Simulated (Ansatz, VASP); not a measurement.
**Y in VASP and in Ansatz**

The input INCAR:

```
PREC = Accurate
ENCUT = 520
EDIFF = 1E-6
ISMEAR = -1
SIGMA = 0.1
LREAL = F
LASPH = T
NELM = 100
ALGO = Normal
ISIF = 2
LWAVE = F
LCHARG = T
LELF = T
LVHAR = T
NBANDS = 18
```

The input KPOINTS:

```
regular mesh
0
Gamma
  17 17 10
```

The input POSCAR:

```
Y
1.0
    3.6312399843      0.0000000000      0.0000000000
   -1.8156199922      3.1447460737      0.0000000000
    0.0000000000      0.0000000000      5.6683978755
Y
2
Direct
    0.3333333333      0.6666666667      0.2500000000
    0.6666666667      0.3333333333      0.7500000000
```

Input for Ansatz:

```yaml
crystal:
  lattice:
    - [3.6312399845, 0.0, 0.0]
    - [-1.8156199923, 3.1447460738, 0.0]
    - [0.0, 0.0, 5.6683978746]
  atoms:
    - { symbol: "Y", position: [0.3333333333, 0.6666666667, 0.25] }
    - { symbol: "Y", position: [0.6666666667, 0.3333333333, 0.75] }
hamiltonian:
  xc: lda
  pseudopotentials:
    kind: paw
    azcp:
      "Y": "pseudopotentials/Y.paw.azcp"
basis:
  ecutwfc: 420
  fft_grid_basis: typed
kpoints:
  mp_grid: { grid: [17, 17, 10], shift: [0, 0, 0] }
magnetization:
  spin_polarized: false
scf:
  occupations: { method: fermi_dirac, width: 0.1 }
output:
  stress: true
```

Alike in both runs: task single point; functional LDA; k mesh 17 × 17 × 10; occupations fermi-dirac, width 0.1 eV; no spin polarisation.

|  | VASP | Ansatz |
| --- | --- | --- |
| version | VASP 6.6.1 | Ansatz 0.2.0 |
| potentials or method | VASP PAW LDA potentials, release 64 (Y_sv), cutoff 520 eV | plane waves (420 eV) with PAW, scalar-relativistic |
| valence electrons in the cell | 22 | 22 |

VASP gave:

* pressure (GPa): -3.1
* traceless stress, the component that is largest in VASP (GPa): -0.04

Question: Which values does Ansatz return?

Answer: Pressure (GPa): -3.0; traceless stress, the component that is largest in VASP (GPa): -0.05.

Ansatz warns that its potentials were made for another functional, while VASP's fit it. LDA's correlation is that of Perdew and Zunger in VASP and of Perdew and Wang (1992) in Ansatz.
